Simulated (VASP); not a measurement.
# InSb3 (Pm-3m) in VASP: a series of runs

Aim: see how the results for InSb3 move with the level of theory and the settings. Levels: PBE, PBEsol. Tasks: single point.

Program: VASP 6.6.1. These are calculated values, not measurements. Logs are shortened: lines on timing, memory, paths and dates and some standing lists are left out, and cuts for length are marked.

### Step 1. The cell of the first run

It takes space group Pm-3m (No. 221, cubic). The conventional cell has a = 4.806 Å, b = 4.806 Å, c = 4.806 Å, α = 90.00°, β = 90.00°, γ = 90.00°. Within 4.5 Å of In (site symmetry m-3m) lie 12 Sb at 3.40 Å. Sb (site symmetry 4/mmm) has 4 In at 3.40 Å and 8 Sb at 3.40 Å within 4.5 Å.

### Step 2. Single point, PBE

Contents of INCAR:

```
ALGO = Normal ; EDIFF = 1E-6
ENCUT = 520 ; GGA = PE
ISIF = 2 ; ISMEAR = 1
LASPH = True ; LCHARG = False
LREAL = False ; LWAVE = False
NBANDS = 22 ; NELM = 60
PREC = Accurate ; SIGMA = 0.13605693122994
```

Contents of KPOINTS:

```
k-points
0
Gamma
  1 1 1
```

Contents of POSCAR:

```
InSb3
1.0
    4.8063670000      0.0000000000      0.0000000000
    0.0000000000      4.8063670000      0.0000000000
    0.0000000000      0.0000000000      4.8063670000
In Sb
1 3
Direct
    0.0000000000      0.0000000000      0.0000000000
    0.5000000000      0.0000000000      0.5000000000
    0.0000000000      0.5000000000      0.5000000000
    0.5000000000      0.5000000000      0.0000000000
```

Potentials or basis: VASP PAW PBE potentials, release 64 (In_d, Sb).

Command:

```console
cat potpaw_PBE.64/In_d/POTCAR potpaw_PBE.64/Sb/POTCAR > POTCAR
mpirun -np 1 vasp_gam > vasp.out
```

OUTCAR:

```text
EDIFF = 1E-6
   ENCUT = 520
   GGA = PE
   ISIF = 2
   ISMEAR = 1
   LASPH = True
   LREAL = False
   NELM = 60
   PREC = Accurate

 ion  position               nearest neighbor table
   1  0.000  0.000  0.000-   2 3.40   3 3.40   4 3.40   2 3.40   3 3.40   3 3.40   4 3.40   3 3.40
                             2 3.40   4 3.40   2 3.40   4 3.40
   2  0.500  0.000  0.500-   1 3.40   3 3.40   4 3.40   1 3.40   4 3.40   3 3.40   4 3.40   4 3.40
                             1 3.40   3 3.40   1 3.40   3 3.40
   3  0.000  0.500  0.500-   1 3.40   2 3.40   4 3.40   1 3.40   4 3.40   1 3.40   2 3.40   1 3.40
                             2 3.40   4 3.40   4 3.40   2 3.40
   4  0.500  0.500  0.000-   1 3.40   2 3.40   3 3.40   2 3.40   3 3.40   1 3.40   2 3.40   2 3.40
                             1 3.40   3 3.40   3 3.40   1 3.40

  LATTYP: Found a simple cubic cell.
 ALAT       =     4.8063670000

  Lattice vectors:

 A1 = (   4.8063670000,   0.0000000000,   0.0000000000)
 A2 = (   0.0000000000,   4.8063670000,   0.0000000000)
 A3 = (   0.0000000000,   0.0000000000,   4.8063670000)

Analysis of symmetry for initial positions (statically):
=====================================================================
 Subroutine PRICEL returns:
 Original cell was already a primitive cell.

 Routine SETGRP: Setting up the symmetry group for a
 simple cubic supercell.

 Subroutine GETGRP returns: Found 48 space group operations
 (whereof 48 operations were pure point group operations)
 out of a pool of 48 trial point group operations.

The static configuration has the point symmetry O_h .

Analysis of symmetry for dynamics (positions and initial velocities):
=====================================================================
 Subroutine PRICEL returns:
 Original cell was already a primitive cell.

 Routine SETGRP: Setting up the symmetry group for a
 simple cubic supercell.

 Subroutine GETGRP returns: Found 48 space group operations
 (whereof 48 operations were pure point group operations)
 out of a pool of 48 trial point group operations.

The dynamic configuration has the point symmetry O_h .

 Subroutine INISYM returns: Found 48 space group operations
 (whereof 48 operations are pure point group operations),
 and found     1 'primitive' translations

----------------------------------------------------------------------------------------

                                     Primitive cell

  volume of cell :     111.0327

  direct lattice vectors                    reciprocal lattice vectors
     4.806367000  0.000000000  0.000000000     0.208057354  0.000000000  0.000000000
     0.000000000  4.806367000  0.000000000     0.000000000  0.208057354  0.000000000
     0.000000000  0.000000000  4.806367000     0.000000000  0.000000000  0.208057354

  length of vectors
     4.806367000  4.806367000  4.806367000     0.208057354  0.208057354  0.208057354

  position of ions in fractional coordinates (direct lattice)
     0.000000000  0.000000000  0.000000000
     0.500000000  0.000000000  0.500000000
     0.000000000  0.500000000  0.500000000
     0.500000000  0.500000000  0.000000000

  ion indices of the primitive-cell ions
   primitive index   ion index
                 1           1
                 2           2
                 3           3
                 4           4

----------------------------------------------------------------------------------------

 KPOINTS: k-points

Automatic generation of k-mesh.
 Grid dimensions read from file:
 generate k-points for:    1    1    1

 Generating k-lattice:

  Cartesian coordinates                     Fractional coordinates (reciprocal lattice)
     0.208057354  0.000000000  0.000000000     1.000000000  0.000000000  0.000000000
     0.000000000  0.208057354  0.000000000     0.000000000  1.000000000  0.000000000
     0.000000000  0.000000000  0.208057354     0.000000000  0.000000000  1.000000000

  Length of vectors
     0.208057354  0.208057354  0.208057354

  Shift w.r.t. Gamma in fractional coordinates (k-lattice)
     0.000000000  0.000000000  0.000000000

 Subroutine IBZKPT returns following result:
 ===========================================

 Found      1 irreducible k-points:

 Following reciprocal coordinates:
            Coordinates               Weight
  0.000000  0.000000  0.000000      1.000000
   k-points           NKPTS =      1   k-points in BZ     NKDIM =      1   number of bands    NBANDS=     22
   number of dos      NEDOS =    301   number of ions     NIONS =      4
   total plane-waves  NPLWV =  46656
   dimension x,y,z NGX =    36 NGY =   36 NGZ =   36
   dimension x,y,z NGXF=    72 NGYF=   72 NGZF=   72
   ions per type =               1   3
   NGX,Y,Z   is equivalent  to a cutoff of  12.45, 12.45, 12.45 a.u.
   NGXF,Y,Z  is equivalent  to a cutoff of  24.90, 24.90, 24.90 a.u.
 SYSTEM =  unknown system
   PREC   = accura    normal or accurate (medium, high low for compatibility)
   ISTART =      0    job   : 0-new  1-cont  2-samecut
   ICHARG =      2    charge: 1-file 2-atom 10-const
   ISPIN  =      1    spin polarized calculation?
   LNONCOLLINEAR =      F non collinear calculations
   LSORBIT =      F    spin-orbit coupling
   LASPH  =      T    aspherical Exc in radial PAW
   ENCUT  =  520.0 eV  38.22 Ry    6.18 a.u.   8.94  8.94  8.94*2*pi/ulx,y,z
   NELM   =     60;   NELMIN=  2; NELMDL= -5     # of ELM steps
   EDIFF  = 0.1E-05   stopping-criterion for ELM
   LREAL  =      F    real-space projection
   EDIFFG = 0.1E-04   stopping-criterion for IOM
   NSW    =      0    number of steps for IOM
   IBRION =     -1    ionic relax: 0-MD 1-quasi-New 2-CG
   NFREE  =      0    steps in history (QN), initial steepest desc. (CG)
   ISIF   =      2    stress and relaxation
   ISYM   =      2    0-nonsym 1-usesym 2-fastsym
   POTIM  = 0.5000    time-step for ionic-motion
   TEBEG  =    0.0;   TEEND  =   0.0 temperature during run
   PSTRESS=    0.0 pullay stress
   NELECT =      28.0000    total number of electrons
   NUPDOWN=      -1.0000    fix difference up-down
   EMIN   =  10.00;   EMAX   =-10.00  energy-range for DOS
   EFERMI =   0.00;   METHOD = LEGACY
   ISMEAR =     1;   SIGMA  =   0.14  broadening in eV -4-tet -1-fermi 0-gaus
   EFERMI_NEDOS =   21; number of points for ismear=-14 and -15
   IALGO  =     38    algorithm
   IMIX   =      4    mixing-type and parameters
     AMIX     =   0.40;   BMIX     =  1.00
     AMIX_MAG =   1.60;   BMIX_MAG =  1.00
  volume/ion in A,a.u.               =      27.76       187.32
  Fermi-wavevector in a.u.,A,eV,Ry     =   1.034294  1.954532 14.555018  1.069764
  Thomas-Fermi vector in A             =   2.168582
   LORBIT       =      0    0 simple, 1 ext, 2 COOP (PROOUT), +10 PAW based schemes
   GGA     = PE    functional components
   LHFCALC =     F    Hartree Fock is set to
   AEXX    =    0.0000 exact exchange contribution
   IVDW    =     0    specifies the selected vdW correction
   LEPSILON=     F    determine dielectric tensor
   LRPA    =     F    only Hartree local field effects (RPA)
 non-spin polarized calculation
 Methfessel and Paxton  Order N= 1 SIGMA  =   0.14
  energy-cutoff  :      520.00
  volume of cell :      111.03
 maximum number of plane-waves:      1473
 NGX is ok and might be reduce to    36
   NGX = 17   NGY = 17   NGZ = 17

 number of electron      28.0000010 magnetization

 Free energy of the ion-electron system (eV)
  ---------------------------------------------------
  ext. energy  EPLUGINS =         0.00000000
  ---------------------------------------------------
  free energy    TOTEN  =        -9.53322168 eV

  energy without entropy =       -9.43162553  energy(sigma->0) =       -9.49935630

 E-fermi :   8.5892     XC(G=0):  -9.9437

 val. band max:        8.5617483679   @ k =   0.0000   0.0000   0.0000
 cond. band min:       9.5574629861   @ k =   0.0000   0.0000   0.0000
 fundamental gap:      0.9957146182
 Fermi energy:         8.5891504353

 k-point     1 :       0.0000    0.0000    0.0000
  band No.  band energies     occupation
      1      -7.0915      2.00000
      2      -7.0915      2.00000
      3      -7.0751      2.00000
      4      -7.0751      2.00000
      5      -7.0751      2.00000
      6      -4.1593      2.00000
[... 14 lines left out ...]
     21      12.9408      0.00000
     22      13.1046      0.00000

------------------------ aborting loop because EDIFF is reached ----------------------------------------

  FORCE on cell =-STRESS in cart. coord.  units (eV):
  Direction    XX          YY          ZZ          XY          YZ          ZX
  --------------------------------------------------------------------------------------
  -------------------------------------------------------------------------------------
  Total        7.5513045      7.5513045      7.5513045     -0.0000000     -0.0000000      0.0000000
  in kB      108.9636842    108.9636842    108.9636842     -0.0000000     -0.0000000      0.0000000
  external PRESSURE =     108.9636842 kB  Pullay stress =       0.0000000 kB

 VOLUME and BASIS-vectors are now :
 -----------------------------------------------------------------------------
  energy-cutoff  :      520.00
  volume of cell :      111.03
      direct lattice vectors                 reciprocal lattice vectors
     4.806367000  0.000000000  0.000000000     0.208057354  0.000000000  0.000000000
     0.000000000  4.806367000  0.000000000     0.000000000  0.208057354  0.000000000
     0.000000000  0.000000000  4.806367000     0.000000000  0.000000000  0.208057354

 POSITION                                       TOTAL-FORCE (eV/Angst)
 -----------------------------------------------------------------------------------
      0.00000      0.00000      0.00000         0.000000      0.000000      0.000000
      2.40318      0.00000      2.40318         0.000000      0.000000      0.000000
      0.00000      2.40318      2.40318         0.000000      0.000000      0.000000
      2.40318      2.40318      0.00000         0.000000      0.000000      0.000000
 -----------------------------------------------------------------------------------
    total drift:                               -0.000000     -0.000000     -0.000000

  FREE ENERGIE OF THE ION-ELECTRON SYSTEM (eV)
  ---------------------------------------------------
  free  energy   TOTEN  =        -9.5332216831 eV

  energy  without entropy=       -9.4316255257  energy(sigma->0) =       -9.49935630
```

Wall time 5.6 s (1 thread of Intel Xeon 6455B, shared host); peak memory 0.19 GiB.

Results:

```yaml
Free_energy: -9.5332 eV
Pressure: 10.9 GPa
Band_gap_on_the_k_mesh: zero (filled and empty bands touch)
```

Levels at points of the mesh, in eV from the Fermi level:
| k point | band 12 | band 13 | band 14 | band 15 | band 16 | band 17 | band 18 | band 19 |
| --- | --- | --- | --- | --- | --- | --- | --- | --- |
| (0.00, 0.00, 0.00) | -4.46 | -0.03 | -0.03 | -0.03 | 0.97 | 0.97 | 0.97 | 4.02 |

Caveat: the k points lie up to 1.31 Å⁻¹ apart; semilocal functionals underestimate gaps, so a narrow gap can read as zero; spin-orbit coupling is left out, which moves the levels of the heavy elements.

### Step 3. Single point, PBE

Contents of INCAR:

```
SYSTEM = InSb3
PREC = Accurate ; ENCUT = 520
EDIFF = 1E-7 ; ISMEAR = 0
SIGMA = 0.1 ; LREAL = .False.
LASPH = .True. ; NELM = 100
ALGO = Normal ; ISIF = 2
LWAVE = .False. ; LCHARG = .False.
GGA = PE ; NBANDS = 22
ISYM = 0
```

Contents of KPOINTS:

```
regular mesh
0
Gamma
  1 5 2
  0 0 0
```

POSCAR is that of step 2.

Potentials or basis: VASP PAW PBE potentials, release 64 (In_d, Sb).

Command:

```console
cat potpaw_PBE.64/In_d/POTCAR potpaw_PBE.64/Sb/POTCAR > POTCAR
mpirun -np 1 vasp_std > vasp.out
```

Wall time 11 s (1 thread of Intel Xeon 6455B, shared host); peak memory 0.2 GiB.

The run converged, but its numbers aren't listed here, since they failed a check.

Caveat: the k points lie up to 1.31 Å⁻¹ apart, too coarse for converged energies and pressures of a metal; spin-orbit coupling is left out, which moves the levels of the heavy elements.

(Part 1 of 2 ends here.)
